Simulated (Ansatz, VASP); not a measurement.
## MgO: VASP beside Ansatz

```xyz
12
Lattice="-3.4518 0.0000 0.0000 -1.7259 -2.9893 0.0000 -0.1918 -0.3321 12.4189" Properties=species:S:1:pos:R:3 pbc="T T T"
Mg   -3.4518   -1.9929    1.0351
Mg   -3.4518   -1.9929    5.1748
Mg   -3.4518   -1.9929    9.3144
Mg   -1.7259   -0.9964   11.3842
Mg   -1.7259   -0.9964    3.1049
Mg   -1.7259   -0.9964    7.2446
O    -3.4518   -1.9929   11.3842
O    -3.4518   -1.9929    3.1049
O    -3.4518   -1.9929    7.2446
O    -1.7259   -0.9964    1.0351
O    -1.7259   -0.9964    5.1748
O    -1.7259   -0.9964    9.3144
```

Alike in both runs: task single point; functional LDA; k mesh 8 × 8 × 2; occupations gaussian, width 0.05 eV; no spin polarisation.

|  | VASP | Ansatz |
| --- | --- | --- |
| version | VASP 6.6.1 | Ansatz 0.2.0 |
| potentials or method | VASP PAW LDA potentials, release 64 (Mg, O), cutoff 520 eV | scalar-relativistic, plane waves, PAW |
| valence electrons in the cell | 48 | 96 |

Ansatz gave:

- gap on the k mesh at the Fermi level (eV): 3.39
- least direct gap on the mesh (eV): 3.39
- pressure (GPa): 0.0
- traceless stress, the component that is largest in VASP (GPa): 3.08
- rms of the force components (eV/Å): 0.223

Problem. What did VASP give for the same quantities?

Solution. gap on the k mesh at the Fermi level (eV): 3.38; least direct gap on the mesh (eV): 3.38; pressure (GPa): -1.9; traceless stress, the component that is largest in VASP (GPa): 3.11; rms of the force components (eV/Å): 0.226.

Ansatz warns that its potentials were made for another functional, while VASP's fit it. LDA's correlation is that of Perdew and Zunger in VASP and of Perdew and Wang (1992) in Ansatz. Atom by atom the forces differ by 0.003 eV/Å (rms over components). VASP's potentials hold 48 valence electrons a cell and Ansatz's 96, so a difference there can come from the potentials and not from the codes.
